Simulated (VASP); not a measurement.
A run of VASP 6.6.1 is set up as follows.

INCAR

```
SYSTEM = BN
PREC = Accurate
ENCUT = 600
EDIFF = 1E-6
ISMEAR = 0
SIGMA = 0.01
LREAL = .FALSE.
LASPH = .TRUE.
NELM = 120
ALGO = Normal
ISIF = 2
LWAVE = .FALSE.
LCHARG = .FALSE.
GGA = PS
NBANDS = 11
GGA_COMPAT = .FALSE.
```

KPOINTS

```
Automatic mesh
0
G
  14 14 14
  0 0 0
```

File POSCAR:

```
BN
1.0
    0.0000000000      1.8025432020      1.8025432020
    1.8025432020      0.0000000000      1.8025432020
    1.8025432020      1.8025432020      0.0000000000
B N
1 1
Direct
    0.0000000000      0.0000000000      0.0000000000
    0.2500000000      0.2500000000      0.2500000000
```

Potentials or basis: VASP PAW PBE potentials, release 64 (B, N).

Run with:

```sh
$ cat potpaw_PBE.64/B/POTCAR potpaw_PBE.64/N/POTCAR > POTCAR
$ mpirun -np 1 vasp_std > vasp.out
```

(1) Predict the band gap on the k mesh.

(2) Predict the pressure.

Answers

(1) 4.29 eV, indirect (least direct gap 8.80 eV).

(2) 0.5 GPa.

Caveat: the PAW data sets were made with another functional, which shifts forces and pressure a little.
